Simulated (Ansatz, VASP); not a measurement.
# Mo in VASP and in Ansatz

Contents of INCAR:

```
SYSTEM = Mo
PREC = Accurate
ENCUT = 500
EDIFF = 1E-7
ISMEAR = 0
SIGMA = 0.15
LREAL = .FALSE.
LASPH = .TRUE.
NELM = 120
ALGO = Normal
ISIF = 3
LWAVE = .FALSE.
LCHARG = .FALSE.
GGA = PE
IVDW = 12
IBRION = 2
NSW = 80
EDIFFG = -0.01
GGA_COMPAT = .FALSE.
NELMIN = 4
```

The input KPOINTS:

```
Automatic mesh
0
G
  17 17 17
  0 0 0
```

POSCAR

```
Mo
1.0
   -1.5734150000      1.5734150000      1.5734150000
    1.5734150000     -1.5734150000      1.5734150000
    1.5734150000      1.5734150000     -1.5734150000
Mo
1
Direct
    0.0000000000      0.0000000000      0.0000000000
```

Input for Ansatz:

```yaml
crystal:
  lattice:
    - [-1.573415, 1.573415, 1.573415]
    - [1.573415, -1.573415, 1.573415]
    - [1.573415, 1.573415, -1.573415]
  atoms:
    - { symbol: Mo, position: [0.0, 0.0, 0.0] }
basis:
  ecutwfc: 470.0
kpoints:
  mp_grid:
    grid: [17, 17, 17]
hamiltonian:
  xc: pbe
  dispersion: d3bj
scf:
  convergence:
    dr2_threshold: 1.0e-09
  occupations:
    method: gaussian
    width: 0.15
relax:
  f_tol: 0.01
  cell: {}
```

Alike in both runs: task relaxation of cell and atoms; functional PBE; dispersion D3(BJ); k mesh 17 × 17 × 17; occupations gaussian, width 0.15 eV; no spin polarisation.

```csv
,VASP,Ansatz
version,VASP 6.6.1,Ansatz 0.2.0
potentials or method,"VASP PAW PBE potentials, release 64 (Mo_sv), cutoff 500 eV","plane waves, PAW"
valence electrons in the cell,14,14
```

VASP gave:

| Property | Result |
| --- | --- |
| relaxed volume (Å³/atom) | 15.38 |
| relaxed cell length with the largest relative difference (Å) | 2.714 |

Question: Which values does Ansatz return?

Answer: Relaxed volume (Å³/atom): 15.35; relaxed cell length with the largest relative difference (Å): 2.712.

Ansatz's warnings: stress scf threshold loose.
